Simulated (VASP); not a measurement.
# Tc (P6_3/mmc) in VASP: a series of runs

Aim: see how the results for Tc move with the level of theory and the settings. Levels: PBEsol, PBEsol+D3(BJ). Tasks: single point, relaxation of cell and atoms.

All numbers are computed with VASP 6.6.1; they aren't measurements. Logs are shortened: lines on timing, memory, paths and dates and some standing lists are left out, and cuts for length are marked.

**1. The cell of the first run**

The structure is hexagonal, space group P6_3/mmc (No. 194). Conventional cell: a = 2.721 Å, b = 2.721 Å, c = 4.367 Å, α = 90.00°, β = 90.00°, γ = 120.00°. Within 3.5 Å of Tc (site symmetry -6m2) lie 12 Tc at 2.69 to 2.72 Å.

**2. Single point, PBEsol**

Contents of INCAR:

```
SYSTEM = Tc
PREC = Accurate ; ENCUT = 520
EDIFF = 1E-6 ; ISMEAR = -1
SIGMA = 0.05 ; LREAL = .FALSE.
LASPH = .TRUE. ; NELM = 100
ALGO = Normal ; ISIF = 2
LWAVE = .FALSE. ; LCHARG = .FALSE.
GGA = PS ; NBANDS = 20
```

Contents of KPOINTS:

```
regular mesh
0
G
  11 11 6
  0 0 0
```

Contents of POSCAR:

```
Tc
1.0
    2.7210935465      0.0000000000      0.0000000000
   -1.3605467732      2.3565361373      0.0000000000
    0.0000000000      0.0000000000      4.3667308426
Tc
2
Direct
    0.6666666667      0.3333333333      0.7500000000
    0.3333333333      0.6666666667      0.2500000000
```

Potentials or basis: VASP PAW PBE potentials, release 64 (Tc_pv).

Started as:

```bash
> cat potpaw_PBE.64/Tc_pv/POTCAR > POTCAR
> mpirun -np 1 vasp_std > vasp.out
```

OUTCAR:

```text
SYSTEM = Tc
   PREC = Accurate
   ENCUT = 520
   EDIFF = 1E-6
   ISMEAR = -1
   LREAL = .FALSE.
   LASPH = .TRUE.
   NELM = 100
   ISIF = 2
   GGA = PS

 ion  position               nearest neighbor table
   1  0.667  0.333  0.750-   2 2.69   2 2.69   2 2.69   2 2.69   2 2.69   2 2.69
   2  0.333  0.667  0.250-   1 2.69   1 2.69   1 2.69   1 2.69   1 2.69   1 2.69

  LATTYP: Found a hexagonal cell.
 ALAT       =     2.7210935465
 C/A-ratio  =     1.6047705704

  Lattice vectors:

 A1 = (   2.7210935465,   0.0000000000,   0.0000000000)
 A2 = (  -1.3605467732,   2.3565361373,   0.0000000000)
 A3 = (   0.0000000000,   0.0000000000,   4.3667308426)

Analysis of symmetry for initial positions (statically):
=====================================================================
 Subroutine PRICEL returns:
 Original cell was already a primitive cell.

 Routine SETGRP: Setting up the symmetry group for a
 hexagonal supercell.

 Subroutine GETGRP returns: Found 24 space group operations
 (whereof 12 operations were pure point group operations)
 out of a pool of 24 trial point group operations.

The static configuration has the point symmetry D_3d.
 The point group associated with its full space group is D_6h.

Analysis of symmetry for dynamics (positions and initial velocities):
=====================================================================
 Subroutine PRICEL returns:
 Original cell was already a primitive cell.

 Routine SETGRP: Setting up the symmetry group for a
 hexagonal supercell.

 Subroutine GETGRP returns: Found 24 space group operations
 (whereof 12 operations were pure point group operations)
 out of a pool of 24 trial point group operations.

The dynamic configuration has the point symmetry D_3d.
 The point group associated with its full space group is D_6h.

 Subroutine INISYM returns: Found 24 space group operations
 (whereof 12 operations are pure point group operations),
 and found     1 'primitive' translations

----------------------------------------------------------------------------------------

                                     Primitive cell

  volume of cell :      28.0010

  direct lattice vectors                    reciprocal lattice vectors
     2.721093547  0.000000000  0.000000000     0.367499310  0.212175825  0.000000000
    -1.360546773  2.356536137  0.000000000     0.000000000  0.424351651  0.000000000
     0.000000000  0.000000000  4.366730843     0.000000000  0.000000000  0.229004268

  length of vectors
     2.721093547  2.721093546  4.366730843     0.424351651  0.424351651  0.229004268

  position of ions in fractional coordinates (direct lattice)
     0.666666667  0.333333333  0.750000000
     0.333333333  0.666666667  0.250000000

  ion indices of the primitive-cell ions
   primitive index   ion index
                 1           1
                 2           2

----------------------------------------------------------------------------------------

 KPOINTS: regular mesh

Automatic generation of k-mesh.
 Grid dimensions read from file:
 generate k-points for:   11   11    6

 Generating k-lattice:

  Cartesian coordinates                     Fractional coordinates (reciprocal lattice)
     0.033409028  0.019288711  0.000000000     0.090909091 -0.000000000  0.000000000
     0.000000000  0.038577423  0.000000000     0.000000000  0.090909091  0.000000000
     0.000000000  0.000000000  0.038167378     0.000000000  0.000000000  0.166666667

  Length of vectors
     0.038577423  0.038577423  0.038167378

  Shift w.r.t. Gamma in fractional coordinates (k-lattice)
     0.000000000  0.000000000  0.000000000

 Subroutine IBZKPT returns following result:
 ===========================================

 Found     64 irreducible k-points:

 Following reciprocal coordinates:
            Coordinates               Weight
  0.000000  0.000000  0.000000      1.000000
  0.090909  0.000000  0.000000      6.000000
  0.181818  0.000000  0.000000      6.000000
  0.272727  0.000000  0.000000      6.000000
  0.363636  0.000000  0.000000      6.000000
  0.454545  0.000000  0.000000      6.000000
[... 16 lines left out ...]
  0.090909  0.090909  0.166667     12.000000
  0.181818  0.090909  0.166667     24.000000
 [... further k-points ...]
   k-points           NKPTS =     64   k-points in BZ     NKDIM =     64   number of bands    NBANDS=     20
   number of dos      NEDOS =    301   number of ions     NIONS =      2
   total plane-waves  NPLWV =  12800
   dimension x,y,z NGX =    20 NGY =   20 NGZ =   32
   dimension x,y,z NGXF=    40 NGYF=   40 NGZF=   64
   ions per type =               2
   NGX,Y,Z   is equivalent  to a cutoff of  12.22, 12.22, 12.18 a.u.
   NGXF,Y,Z  is equivalent  to a cutoff of  24.44, 24.44, 24.37 a.u.
 SYSTEM =  Tc
   PREC   = accura    normal or accurate (medium, high low for compatibility)
   ISTART =      0    job   : 0-new  1-cont  2-samecut
   ICHARG =      2    charge: 1-file 2-atom 10-const
[... 38 lines left out ...]
  energy-cutoff  :      520.00
  volume of cell :       28.00
 maximum number of plane-waves:       772
   NGX = 11   NGY = 11   NGZ = 17

 number of electron      26.0000002 magnetization

 Free energy of the ion-electron system (eV)
  ---------------------------------------------------
  ext. energy  EPLUGINS =         0.00000000
  ---------------------------------------------------
  free energy    TOTEN  =       -22.54161815 eV

  energy without entropy =      -22.52510310  energy(sigma->0) =      -22.53336062

 E-fermi :  12.8738     XC(G=0): -14.0709

 val. band max:       12.8633535641   @ k =   0.0909   0.0909   0.0000
 cond. band min:      12.8792030481   @ k =   0.3636   0.2727   0.5000
 fundamental gap:      0.0158494840
 Fermi energy:        12.8738448756

 k-point     1 :       0.0000    0.0000    0.0000
  band No.  band energies     occupation
      1     -26.5620      2.00000
      2     -25.3710      2.00000
      3     -25.3710      2.00000
      4     -25.1716      2.00000
      5     -25.1716      2.00000
      6     -25.1262      2.00000
[... 12 lines left out ...]
     19      24.2111      0.00000
     20      27.1893      0.00000

 k-point     2 :       0.0909    0.0000    0.0000
  band No.  band energies     occupation
      1     -26.5260      2.00000
      2     -25.4531      2.00000
      3     -25.3976      2.00000
      4     -25.2565      2.00000
      5     -25.1830      2.00000
      6     -25.1414      2.00000
[... 12 lines left out ...]
     19      24.1680      0.00000
     20      27.8236      0.00000

 k-point     3 :       0.1818    0.0000    0.0000
  band No.  band energies     occupation
      1     -26.4234      2.00000
      2     -25.6727      2.00000
      3     -25.4775      2.00000
      4     -25.4661      2.00000
      5     -25.2157      2.00000
      6     -25.1877      2.00000
[... 12 lines left out ...]
     19      23.9708      0.00000
     20      28.9667      0.00000

 k-point     4 :       0.2727    0.0000    0.0000
  band No.  band energies     occupation
      1     -26.2717      2.00000
      2     -25.9586      2.00000
      3     -25.7533      2.00000
      4     -25.5514      2.00000
      5     -25.2654      2.00000
      6     -25.2617      2.00000
[... 12 lines left out ...]
     19      23.6467      0.00000
     20      27.3221      0.00000

 k-point     5 :       0.3636    0.0000    0.0000
  band No.  band energies     occupation
      1     -26.2186      2.00000
      2     -26.1006      2.00000
      3     -25.9954      2.00000
      4     -25.6267      2.00000
      5     -25.3679      2.00000
      6     -25.3058      2.00000
[... 12 lines left out ...]
     19      23.9315      0.00000
     20      24.7298      0.00000
[... 353 lines left out ...]
      6     -25.3278      2.00000
[... 12 lines left out ...]
     19      24.7936      0.00000
     20      25.9110      0.00000

 k-point    22 :       0.4545    0.0000    0.1667
  band No.  band energies     occupation
      1     -26.4290      2.00000
      2     -26.2077      2.00000
      3     -25.8529      2.00000
      4     -25.6483      2.00000
      5     -25.4379      2.00000
      6     -25.3558      2.00000
[... 12 lines left out ...]
     19      24.3025      0.00000
     20      25.4345      0.00000

 k-point    23 :       0.0909    0.0909    0.1667
  band No.  band energies     occupation
      1     -26.3865      2.00000
      2     -25.5619      2.00000
      3     -25.5088      2.00000
      4     -25.4014      2.00000
      5     -25.2339      2.00000
      6     -25.2085      2.00000
[... 12 lines left out ...]
     19      25.2845      0.00000
     20      28.3166      0.00000

 k-point    24 :       0.1818    0.0909    0.1667
  band No.  band energies     occupation
      1     -26.2965      2.00000
      2     -25.7842      2.00000
      3     -25.7226      2.00000
      4     -25.4990      2.00000
      5     -25.2957      2.00000
      6     -25.2502      2.00000
[... 12 lines left out ...]
     19      25.2405      0.00000
     20      28.6705      0.00000

 [... further k-points ...]

------------------------ aborting loop because EDIFF is reached ----------------------------------------

  FORCE on cell =-STRESS in cart. coord.  units (eV):
  Direction    XX          YY          ZZ          XY          YZ          ZX
  --------------------------------------------------------------------------------------
  -------------------------------------------------------------------------------------
  Total       -0.1211658     -0.1211658     -0.1270989     -0.0000000      0.0000000      0.0000000
  in kB       -6.9329259     -6.9329259     -7.2724126     -0.0000000      0.0000000      0.0000000
  external PRESSURE =      -7.0460881 kB  Pullay stress =       0.0000000 kB

 VOLUME and BASIS-vectors are now :
 -----------------------------------------------------------------------------
  energy-cutoff  :      520.00
  volume of cell :       28.00
      direct lattice vectors                 reciprocal lattice vectors
     2.721093547  0.000000000  0.000000000     0.367499310  0.212175825  0.000000000
    -1.360546773  2.356536137  0.000000000     0.000000000  0.424351651  0.000000000
     0.000000000  0.000000000  4.366730843     0.000000000  0.000000000  0.229004268

 POSITION                                       TOTAL-FORCE (eV/Angst)
 -----------------------------------------------------------------------------------
      1.36055      0.78551      3.27505        -0.000000      0.000000      0.000000
     -0.00000      1.57102      1.09168         0.000000     -0.000000      0.000000
 -----------------------------------------------------------------------------------
    total drift:                               -0.000000      0.000000     -0.000000

  FREE ENERGIE OF THE ION-ELECTRON SYSTEM (eV)
  ---------------------------------------------------
  free  energy   TOTEN  =       -22.5416181457 eV

  energy  without entropy=      -22.5251030972  energy(sigma->0) =      -22.53336062
```

It took 13 s on 1 thread of Intel Xeon Platinum 8559C (Emerald Rapids), shared host; peak memory 0.15 GiB.

What came out:

| Quantity | Value |
| --- | --- |
| Free energy | -22.5416 eV |
| Pressure | -0.7 GPa |
| Band gap on the k mesh | zero (bands 13 and 14 overlap by 3.22 eV) |

Levels at points of the mesh, in eV from the Fermi level:
```tsv
k point	band 9	band 10	band 11	band 12	band 13	band 14	band 15	band 16	band 17	band 18
(0.00, 0.00, 0.00)	-1.60	-1.60	-1.53	-0.85	-0.85	-0.11	-0.11	1.71	2.64	2.64
(0.00, 0.00, 0.50)	-1.93	-1.93	-1.73	-1.73	-1.73	-1.73	1.95	1.95	1.95	1.95
```

Caveat: the PAW data sets were made with another functional, which shifts forces and pressure a little.

**3. Single point, PBEsol+D3(BJ)**

This run uses another cell than the first one, of 14.30 Å³/atom.

Contents of INCAR:

```
SYSTEM = Tc
PREC = Accurate ; ENCUT = 520
EDIFF = 1E-6 ; ISMEAR = -1
SIGMA = 0.05 ; LREAL = .False.
LASPH = .True. ; NELM = 80
ALGO = Fast ; ISIF = 2
LWAVE = .False. ; LCHARG = .False.
GGA = PS ; IVDW = 12
NBANDS = 20
```

Contents of KPOINTS:

```
regular mesh
0
Gamma
  11 11 6
  0 0 0
```

Contents of POSCAR:

```
Tc
1.0
    2.7400000000      0.0000000000      0.0000000000
   -1.3700000000      2.3729096064      0.0000000000
    0.0000000000      0.0000000000      4.3980000000
Tc
2
Direct
    0.6666666667      0.3333333333      0.7500000000
    0.3333333333      0.6666666667      0.2500000000
```

Potentials or basis: VASP PAW PBE potentials, release 64 (Tc_pv).

Started as:

```bash
> cat potpaw_PBE.64/Tc_pv/POTCAR > POTCAR
> mpirun -np 1 vasp_std > vasp.out
```

Wall time 19 s (1 thread of Intel Xeon Platinum 8559C (Emerald Rapids), shared host); peak memory 0.16 GiB.

Results (log left out):

- Free energy: -23.7621 eV
- Pressure: -14.2 GPa
- Band gap on the k mesh: zero (bands 13 and 14 overlap by 3.12 eV)
- Dispersion energy per atom: -0.617 eV

Stress tensor (GPa, compression positive):
```
-14.15   0.00   0.00
  0.00 -14.15   0.00
  0.00   0.00 -14.24
```

Levels at points of the mesh, in eV from the Fermi level:
| k point | band 11 | band 12 | band 13 | band 14 | band 15 | band 16 |
| --- | --- | --- | --- | --- | --- | --- |
| (0.00, 0.00, 0.00) | -1.48 | -0.82 | -0.82 | -0.10 | -0.10 | 1.65 |
| (0.00, 0.00, 0.50) | -1.67 | -1.67 | -1.67 | -1.67 | 1.89 | 1.89 |

Caveat: three body term missing; the cell stands under tension; the PAW data sets were made with another functional, which shifts forces and pressure a little.

**4. Relaxation of cell and atoms, PBEsol**

This run uses another cell than the first one, of 14.30 Å³/atom.

Contents of INCAR:

```
SYSTEM = Tc
PREC = Accurate
ENCUT = 600
EDIFF = 1E-6
ISMEAR = -1
SIGMA = 0.05
LREAL = .False.
LASPH = .True.
NELM = 100
ALGO = Normal
ISIF = 3
LWAVE = .False.
LCHARG = .False.
GGA = PS
IBRION = 2
NSW = 60
EDIFFG = -0.01
```

Contents of KPOINTS:

```
Automatic mesh
0
Gamma
  11 11 6
  0 0 0
```

POSCAR is that of step 3.

Started as:

```bash
> cat potpaw_PBE.64/Tc_pv/POTCAR > POTCAR
> mpirun -np 1 vasp_std > vasp.out
```

Wall time 39 s (1 thread of Intel Xeon Platinum 8559C (Emerald Rapids), shared host); peak memory 0.18 GiB.

The run converged. Its results:

```
Free energy                           : -22.5430 eV
Relaxed volume                        : 13.98 Å³/atom
Relaxed cell                          : a = 2.719 Å, b = 2.719 Å, c = 4.364 Å, α = 90.00°, β = 90.00°, γ = 120.00°
Space group after relaxing (to 0.1 Å) : P6_3/mmc (No. 194)
Energy gained by relaxing             : 7.3 meV/atom
Ionic steps                           : 4
Pressure after relaxing               : 0.0 GPa
Band gap on the k mesh                : zero (bands 13 and 14 overlap by 3.23 eV)
```

The path:
```tsv
step	energy change (eV)	largest force (eV/Å)	pressure (GPa)	volume (Å³)
1	0.0000	0.0000	-7.10	28.59
2	0.1353	0.0000	26.98	26.05
3	-0.0145	0.0000	-0.25	27.97
4	-0.0145	0.0000	0.01	27.95
```

Final structure:
```
Tc
1.0
     2.71938    0.00000    0.00000
    -1.35969    2.35506    0.00000
     0.00000    0.00000    4.36428
Tc
2
Direct
  0.66667 0.33333 0.75000
  0.33333 0.66667 0.25000
```

Levels at points of the mesh, in eV from the Fermi level:
| k point | band 10 | band 11 | band 12 | band 13 | band 14 | band 15 | band 16 | band 17 |
| --- | --- | --- | --- | --- | --- | --- | --- | --- |
| (0.00, 0.00, 0.00) | -1.60 | -1.53 | -0.86 | -0.86 | -0.11 | -0.11 | 1.72 | 2.65 |
| (0.00, 0.00, 0.50) | -1.93 | -1.74 | -1.74 | -1.74 | -1.74 | 1.95 | 1.95 | 1.95 |

Caveat: the PAW data sets were made with another functional, which shifts forces and pressure a little.

**5. Relaxation of cell and atoms, PBEsol+D3(BJ)**

This run uses another cell than the first one, of 14.30 Å³/atom.

INCAR, as its differences from that of step 4:

```diff
@@ -3,3 +3,3 @@
 ENCUT = 600
-EDIFF = 1E-6
+EDIFF = 1E-7
 ISMEAR = -1
@@ -14,2 +14,3 @@
 GGA = PS
+IVDW = 12
 IBRION = 2
```

Contents of KPOINTS:

```
regular mesh
0
Gamma
  11 11 6
  0 0 0
```

POSCAR is that of step 4.

Started as:

```bash
> cat potpaw_PBE.64/Tc_pv/POTCAR > POTCAR
> mpirun -np 1 vasp_std > vasp.out
```

It took 72 s on 1 thread of Intel Xeon Platinum 8559C (Emerald Rapids), shared host; peak memory 0.19 GiB.

Results (log left out):

* Free energy: -23.8205 eV
* Relaxed volume: 13.67 Å³/atom
* Relaxed cell: a = 2.699 Å, b = 2.699 Å, c = 4.332 Å, α = 90.00°, β = 90.00°, γ = 120.00°
* Space group after relaxing (to 0.1 Å): P6_3/mmc (No. 194)
* Energy gained by relaxing: 28.7 meV/atom
* Ionic steps: 7
* Pressure after relaxing: 0.0 GPa
* Band gap on the k mesh: zero (bands 13 and 14 overlap by 3.33 eV)
* Dispersion energy per atom: -0.646 eV

The path:
```
step  energy change (eV)  largest force (eV/Å)  pressure (GPa)  volume (Å³)
   1              0.0000                0.0000          -14.07        28.59
   2              0.6144                0.0000           67.28        23.71
   3             -0.0572                0.0000           -0.93        27.41
   4             -0.0574                0.0000           -0.16        27.35
   5             -0.0574                0.0000            0.15        27.33
   6             -0.0573                0.0000           -0.40        27.37
   7             -0.0574                0.0000            0.01        27.34
```

Final structure:
```yaml
crystal:
  lattice:
    - [2.69945, 0.00000, 0.00000]
    - [-1.34972, 2.33779, 0.00000]
    - [0.00000, 0.00000, 4.33232]
  atoms:
    - { symbol: Tc, position: [0.66667, 0.33333, 0.75000] }
    - { symbol: Tc, position: [0.33333, 0.66667, 0.25000] }
```

Levels at points of the mesh, in eV from the Fermi level:
```
           k point  band 10  band 11  band 12  band 13  band 14  band 15  band 16  band 17
(0.00, 0.00, 0.00)    -1.66    -1.59    -0.89    -0.89    -0.12    -0.12     1.78     2.72
(0.00, 0.00, 0.50)    -1.97    -1.80    -1.80    -1.80    -1.80     2.01     2.01     2.01
```

Caveat: the PAW data sets were made with another functional, which shifts forces and pressure a little.

**6. Summary**

| task | level | cell | cutoff (eV) | gap on the mesh (eV) | pressure (GPa) | relaxed volume (Å³/atom) |
| --- | --- | --- | --- | --- | --- | --- |
| single point | PBEsol | a = 2.721, b = 2.721, c = 4.367 Å, angles 90.0, 90.0, 120.0°, 2 atoms | 520 | none | -0.7 | - |
| single point | PBEsol+D3(BJ) | a = 2.740, b = 2.740, c = 4.398 Å, angles 90.0, 90.0, 120.0°, 2 atoms | 520 | none | -14.2 | - |
| relaxation of cell and atoms | PBEsol | relaxed from a = 2.740, b = 2.740, c = 4.398 Å, angles 90.0, 90.0, 120.0°, 2 atoms | 600 | none | 0.0 | 13.98 |
| relaxation of cell and atoms | PBEsol+D3(BJ) | relaxed from a = 2.740, b = 2.740, c = 4.398 Å, angles 90.0, 90.0, 120.0°, 2 atoms | 600 | none | 0.0 | 13.67 |

Alike in all rows: potentials or basis VASP PAW PBE potentials, release 64 (Tc_pv); no spin polarisation; k mesh 11 × 11 × 6; smearing fermi-dirac 0.05 eV.

Caveats: the PAW data sets were made with another functional, which shifts forces and pressure a little; three body term missing (at least some runs); the cell stands under tension (at least some runs).

Total energies depend on the potentials used, so only differences within one code and one set of settings carry meaning.

The gap in the log of VASP goes by the Fermi energy; the results here count the filled bands.